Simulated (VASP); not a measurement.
# Bi3Ru (Pm-3m) in VASP: notebook

Bi3Ru is run at these levels: r2SCAN; tasks: relaxation of cell and atoms.

All numbers are computed with VASP 6.6.1; they aren't measurements. Logs are shortened: lines on timing, memory, paths and dates and some standing lists are left out, and cuts for length are marked.

**1. The cell of the first run**

The structure is cubic, space group Pm-3m (No. 221). The conventional cell has a = 5.173 Å, b = 5.173 Å, c = 5.173 Å, α = 90.00°, β = 90.00°, γ = 90.00°. Ru (site symmetry m-3m) has 6 Bi at 2.59 Å within 3.4 Å. Within 3.4 Å of Bi (site symmetry 4/mmm) lie 2 Ru at 2.59 Å.

**2. Relaxation of cell and atoms, r2SCAN**

Contents of POSCAR:

```
Bi3Ru
1.0
    5.1729721500      0.0000000000      0.0000000000
    0.0000000000      5.1729721500      0.0000000000
    0.0000000000      0.0000000000      5.1729721500
Ru Bi
1 3
Direct
    0.0000000000      0.0000000000      0.0000000000
    0.5000000000      0.0000000000      0.0000000000
    0.0000000000      0.5000000000      0.0000000000
    0.0000000000      0.0000000000      0.5000000000
```

Contents of INCAR.step1:

```
SYSTEM = Bi3Ru
  PREC = Accurate
  ENCUT = 600
  ISMEAR = -1
  SIGMA = 0.0615
  LREAL = .False.
  LASPH = .True.
  NELM = 100
  GGA = PE
  ALGO = Normal
  EDIFF = 1E-4
  LWAVE = .True.
  LCHARG = .False.
```

Contents of INCAR.step2:

```
SYSTEM = Bi3Ru
  PREC = Accurate
  ENCUT = 600
  EDIFF = 1E-6
  ISMEAR = -1
  SIGMA = 0.0615
  LREAL = .False.
  LASPH = .True.
  NELM = 100
  ALGO = Normal
  ISIF = 3
  LWAVE = .False.
  LCHARG = .False.
  METAGGA = R2SCAN
  LMIXTAU = .True.
  IBRION = 2
  NSW = 60
  EDIFFG = -0.01
  ISTART = 1
```

Contents of KPOINTS:

```
Automatic mesh
0
Gamma
  4 4 4
  0 0 0
```

Potentials or basis: VASP PAW PBE potentials, release 64 (Ru_pv, Bi_d).

Launch:

```
$ cat potpaw_PBE.64/Ru_pv/POTCAR potpaw_PBE.64/Bi_d/POTCAR > POTCAR
$ cp INCAR.step1 INCAR
$ mpirun -np 1 vasp_std > vasp.out
$ cp INCAR.step2 INCAR
$ mpirun -np 1 vasp_std > vasp.out
```

OUTCAR:

```text
SYSTEM = Bi3Ru
   PREC = Accurate
   ENCUT = 600
   EDIFF = 1E-6
   ISMEAR = -1
   LREAL = .False.
   LASPH = .True.
   NELM = 100
   ISIF = 3
   METAGGA = R2SCAN
   IBRION = 2
   NSW = 60
   EDIFFG = -0.01
   ISTART = 1

 ion  position               nearest neighbor table
   1  0.000  0.000  0.000-   2 2.59   3 2.59   4 2.59   4 2.59   3 2.59   2 2.59
   2  0.500  0.000  0.000-   1 2.59   1 2.59   4 3.66   4 3.66   3 3.66   3 3.66   3 3.66   4 3.66
                             4 3.66   3 3.66
   3  0.000  0.500  0.000-   1 2.59   1 2.59   4 3.66   4 3.66   2 3.66   2 3.66   4 3.66   4 3.66
                             2 3.66   2 3.66
   4  0.000  0.000  0.500-   1 2.59   1 2.59   3 3.66   2 3.66   2 3.66   3 3.66   3 3.66   3 3.66
                             2 3.66   2 3.66

  LATTYP: Found a simple cubic cell.
 ALAT       =     5.1729721500

  Lattice vectors:

 A1 = (   5.1729721500,   0.0000000000,   0.0000000000)
 A2 = (   0.0000000000,   5.1729721500,   0.0000000000)
 A3 = (   0.0000000000,   0.0000000000,   5.1729721500)

Analysis of symmetry for initial positions (statically):
=====================================================================
 Subroutine PRICEL returns:
 Original cell was already a primitive cell.

 Routine SETGRP: Setting up the symmetry group for a
 simple cubic supercell.

 Subroutine GETGRP returns: Found 48 space group operations
 (whereof 48 operations were pure point group operations)
 out of a pool of 48 trial point group operations.

The static configuration has the point symmetry O_h .

Analysis of symmetry for dynamics (positions and initial velocities):
=====================================================================
 Subroutine PRICEL returns:
 Original cell was already a primitive cell.

 Routine SETGRP: Setting up the symmetry group for a
 simple cubic supercell.

 Subroutine GETGRP returns: Found 48 space group operations
 (whereof 48 operations were pure point group operations)
 out of a pool of 48 trial point group operations.

The dynamic configuration has the point symmetry O_h .

 Subroutine INISYM returns: Found 48 space group operations
 (whereof 48 operations are pure point group operations),
 and found     1 'primitive' translations

----------------------------------------------------------------------------------------

                                     Primitive cell

  volume of cell :     138.4269

  direct lattice vectors                    reciprocal lattice vectors
     5.172972150  0.000000000  0.000000000     0.193312465  0.000000000  0.000000000
     0.000000000  5.172972150  0.000000000     0.000000000  0.193312465  0.000000000
     0.000000000  0.000000000  5.172972150     0.000000000  0.000000000  0.193312465

  length of vectors
[... 60 lines left out ...]
   NGXF,Y,Z  is equivalent  to a cutoff of  27.00, 27.00, 27.00 a.u.
 SYSTEM =  Bi3Ru
   PREC   = accura    normal or accurate (medium, high low for compatibility)
   ISTART =      1    job   : 0-new  1-cont  2-samecut
   ICHARG =      0    charge: 1-file 2-atom 10-const
   ISPIN  =      1    spin polarized calculation?
   LNONCOLLINEAR =      F non collinear calculations
   LSORBIT =      F    spin-orbit coupling
   LASPH  =      T    aspherical Exc in radial PAW
   ENCUT  =  600.0 eV  44.10 Ry    6.64 a.u.  10.33 10.33 10.33*2*pi/ulx,y,z
   NELM   =    100;   NELMIN=  2; NELMDL=  0     # of ELM steps
   EDIFF  = 0.1E-05   stopping-criterion for ELM
   LREAL  =      F    real-space projection
   EDIFFG = -.1E-01   stopping-criterion for IOM
   NSW    =     60    number of steps for IOM
   IBRION =      2    ionic relax: 0-MD 1-quasi-New 2-CG
   NFREE  =      1    steps in history (QN), initial steepest desc. (CG)
   ISIF   =      3    stress and relaxation
   ISYM   =      2    0-nonsym 1-usesym 2-fastsym
   POTIM  = 0.5000    time-step for ionic-motion
   TEBEG  =    0.0;   TEEND  =   0.0 temperature during run
   PSTRESS=    0.0 pullay stress
   NELECT =      59.0000    total number of electrons
   NUPDOWN=      -1.0000    fix difference up-down
   EMIN   =  10.00;   EMAX   =-10.00  energy-range for DOS
   EFERMI =   0.00;   METHOD = LEGACY
   ISMEAR =    -1;   SIGMA  =   0.06  broadening in eV -4-tet -1-fermi 0-gaus
   EFERMI_NEDOS =   21; number of points for ismear=-14 and -15
   IALGO  =     38    algorithm
   IMIX   =      4    mixing-type and parameters
     AMIX     =   0.40;   BMIX     =  1.00
     AMIX_MAG =   1.60;   BMIX_MAG =  1.00
  volume/ion in A,a.u.               =      34.61       233.54
  Fermi-wavevector in a.u.,A,eV,Ry     =   1.232023  2.328185 20.652009  1.517880
  Thomas-Fermi vector in A             =   2.366809
   LORBIT       =      0    0 simple, 1 ext, 2 COOP (PROOUT), +10 PAW based schemes
   METAGGA = R2SCAN    functional components
   LHFCALC =     F    Hartree Fock is set to
   AEXX    =    0.0000 exact exchange contribution
   IVDW    =     0    specifies the selected vdW correction
   LEPSILON=     F    determine dielectric tensor
   LRPA    =     F    only Hartree local field effects (RPA)
 conjugate gradient relaxation of ions
 non-spin polarized calculation
  energy-cutoff  :      600.00
  volume of cell :      138.43
 maximum number of plane-waves:      4645
 NGX is ok and might be reduce to    42
   NGX = 21   NGY = 21   NGZ = 21

--------------------------------------- Ionic step        1  -------------------------------------------

 number of electron      58.9999978 magnetization

 Free energy of the ion-electron system (eV)
  ---------------------------------------------------
  ext. energy  EPLUGINS =         0.00000000
  ---------------------------------------------------
  free energy    TOTEN  =      -197.77762533 eV

  energy without entropy =     -197.68434689  energy(sigma->0) =     -197.73098611

 E-fermi :   5.3734     XC(G=0):  -9.8159

 val. band max:        5.3393803493   @ k =   0.2500   0.2500   0.2500
 cond. band min:       5.3762436257   @ k =   0.2500   0.2500   0.0000
 fundamental gap:      0.0368632763
 Fermi energy:         5.3734437090

 k-point     1 :       0.0000    0.0000    0.0000
  band No.  band energies     occupation
      1     -38.3786      2.00000
      2     -38.3786      2.00000
      3     -38.3786      2.00000
      4     -18.3989      2.00000
      5     -18.3506      2.00000
      6     -18.3506      2.00000
[... 444 lines left out ...]
--------------------------------------- Ionic step        3  -------------------------------------------

 number of electron      59.0000037 magnetization

 Free energy of the ion-electron system (eV)
  ---------------------------------------------------
  ext. energy  EPLUGINS =         0.00000000
  ---------------------------------------------------
  free energy    TOTEN  =      -197.94575116 eV

  energy without entropy =     -197.84582931  energy(sigma->0) =     -197.89579024

 E-fermi :   4.6363     XC(G=0):  -9.4218

 val. band max:        4.5898762005   @ k =   0.2500   0.2500   0.2500
 cond. band min:       4.6580299519   @ k =   0.2500   0.2500   0.0000
 fundamental gap:      0.0681537514
 Fermi energy:         4.6362768027

 k-point     1 :       0.0000    0.0000    0.0000
  band No.  band energies     occupation
      1     -39.0154      2.00000
      2     -39.0154      2.00000
      3     -39.0154      2.00000
      4     -19.0642      2.00000
      5     -19.0508      2.00000
      6     -19.0508      2.00000
[... 400 lines left out ...]
  FREE ENERGIE OF THE ION-ELECTRON SYSTEM (eV)
  ---------------------------------------------------
  free  energy   TOTEN  =      -197.9457511627 eV

  energy  without entropy=     -197.8458293145  energy(sigma->0) =     -197.89579024

 reached required accuracy - stopping structural energy minimisation
```

OUTCAR.step1:

```text
SYSTEM = Bi3Ru
   PREC = Accurate
   ENCUT = 600
   ISMEAR = -1
   LREAL = .False.
   LASPH = .True.
[... 594 lines left out ...]
      2.58649      0.00000      0.00000         0.000000      0.000000      0.000000
      0.00000      2.58649      0.00000         0.000000      0.000000      0.000000
      0.00000      0.00000      2.58649         0.000000      0.000000      0.000000
 -----------------------------------------------------------------------------------
    total drift:                                0.000000      0.000000     -0.000000

  FREE ENERGIE OF THE ION-ELECTRON SYSTEM (eV)
  ---------------------------------------------------
  free  energy   TOTEN  =       -17.9208070799 eV

  energy  without entropy=      -17.8271923658  energy(sigma->0) =      -17.87399972
```

It took 6 min on 1 thread of AMD EPYC 9R45 (Zen 5), shared host; peak memory 0.28 GiB.

What came out:

```
Free energy                           : -197.9458 eV
Relaxed volume                        : 37.47 Å³/atom
Relaxed cell                          : a = 5.312 Å, b = 5.312 Å, c = 5.312 Å, α = 90.00°, β = 90.00°, γ = 90.00°
Space group after relaxing (to 0.1 Å) : Pm-3m (No. 221)
Energy gained by relaxing             : 42.0 meV/atom
Ionic steps                           : 3
Pressure after relaxing               : 0.0 GPa
Band gap on the k mesh                : zero (an odd number of electrons rules out a gap without spin polarisation)
```

The path:
```tsv
step	energy change (eV)	largest force (eV/Å)	pressure (GPa)	volume (Å³)
1	0.0000	0.0000	5.08	138.43
2	-0.0287	0.0000	-3.50	161.61
3	-0.1681	0.0000	-0.04	149.88
```

Final structure:
```
Ru Bi
1.0
     5.31187    0.00000    0.00000
     0.00000    5.31187    0.00000
     0.00000    0.00000    5.31187
Ru Bi
1 3
Direct
  0.00000 0.00000 0.00000
  0.50000 0.00000 0.00000
  0.00000 0.50000 0.00000
  0.00000 0.00000 0.50000
```

Caveat: the PAW data sets were made with another functional, which shifts forces and pressure a little; spin-orbit coupling is left out, which moves the levels of the heavy elements.

**3. Relaxation of cell and atoms, r2SCAN**

POSCAR is that of step 2.

Contents of INCAR.step1:

```
SYSTEM = Bi3Ru
PREC     = Accurate       ! precision mode
ENCUT    = 600            ! plane-wave cutoff, eV
ISMEAR   = -1             ! smearing method
SIGMA    = 0.0615         ! smearing width, eV
LREAL    = .FALSE.        ! projectors in reciprocal space
LASPH    = .TRUE.         ! aspherical terms in the spheres
NELM     = 100            ! most SCF steps
GGA      = PE             ! functional
ALGO     = Normal         ! electronic algorithm
EDIFF    = 1E-4           ! SCF threshold, eV
LWAVE    = .TRUE.         ! write WAVECAR
LCHARG   = .FALSE.        ! write CHGCAR
```

Contents of INCAR.step2:

```
SYSTEM = Bi3Ru
PREC     = Accurate       ! precision mode
ENCUT    = 600            ! plane-wave cutoff, eV
EDIFF    = 1E-6           ! SCF threshold, eV
ISMEAR   = -1             ! smearing method
SIGMA    = 0.0615         ! smearing width, eV
LREAL    = .FALSE.        ! projectors in reciprocal space
LASPH    = .TRUE.         ! aspherical terms in the spheres
NELM     = 100            ! most SCF steps
ALGO     = Normal         ! electronic algorithm
ISIF     = 3              ! what is computed and relaxed
LWAVE    = .FALSE.        ! write WAVECAR
LCHARG   = .FALSE.        ! write CHGCAR
METAGGA  = R2SCAN         ! meta-GGA
LMIXTAU  = .TRUE.       
IBRION   = 2              ! ionic algorithm
NSW      = 60             ! ionic steps
EDIFFG   = -0.01          ! ionic threshold
ISTART   = 1
```

Contents of KPOINTS:

```
Automatic mesh
0
G
  4 4 4
  0 0 0
```

Potentials or basis: VASP PAW PBE potentials, release 64 (Ru_pv, Bi_d).

Launch:

```
$ cat potpaw_PBE.64/Ru_pv/POTCAR potpaw_PBE.64/Bi_d/POTCAR > POTCAR
$ cp INCAR.step1 INCAR
$ mpirun -np 1 vasp_std > vasp.out
$ cp INCAR.step2 INCAR
$ mpirun -np 1 vasp_std > vasp.out
```

Run time: 5.7 min. Hardware: 1 thread of Intel Xeon 6975P-C (Granite Rapids), shared host; peak memory 0.3 GiB.

It converged, with:

* Free energy: -197.9458 eV
* Relaxed volume: 37.47 Å³/atom
* Relaxed cell: a = 5.312 Å, b = 5.312 Å, c = 5.312 Å, α = 90.00°, β = 90.00°, γ = 90.00°
* Space group after relaxing (to 0.1 Å): Pm-3m (No. 221)
* Energy gained by relaxing: 42.0 meV/atom
* Ionic steps: 3
* Pressure after relaxing: 0.0 GPa
* Band gap on the k mesh: zero (an odd number of electrons rules out a gap without spin polarisation)

Step by step:
```csv
step,energy change (eV),largest force (eV/Å),pressure (GPa),volume (Å³)
1,0.0000,0.0000,5.08,138.43
2,-0.0287,0.0000,-3.50,161.61
3,-0.1681,0.0000,-0.04,149.88
```

Final structure:
```xyz
4
Lattice="5.3119 0.0000 0.0000 0.0000 5.3119 0.0000 0.0000 0.0000 5.3119" Properties=species:S:1:pos:R:3 pbc="T T T"
Ru    0.0000    0.0000    0.0000
Bi    2.6559    0.0000    0.0000
Bi    0.0000    2.6559    0.0000
Bi    0.0000    0.0000    2.6559
```

Levels at points of the mesh, in eV from the Fermi level:
```tsv
k point	band 28	band 29	band 30	band 31	band 32	band 33
(0.00, 0.00, 0.00)	-0.26	-0.26	0.51	0.51	0.51	1.97
(0.50, 0.00, 0.00)	-1.37	-0.37	-0.23	1.07	1.07	1.53
(0.50, 0.50, 0.00)	-0.78	-0.78	-0.19	0.57	1.18	1.18
(0.50, 0.50, 0.50)	-0.06	-0.06	-0.06	2.88	3.01	3.01
```

Caveat: the PAW data sets were made with another functional, which shifts forces and pressure a little; spin-orbit coupling is left out, which moves the levels of the heavy elements.
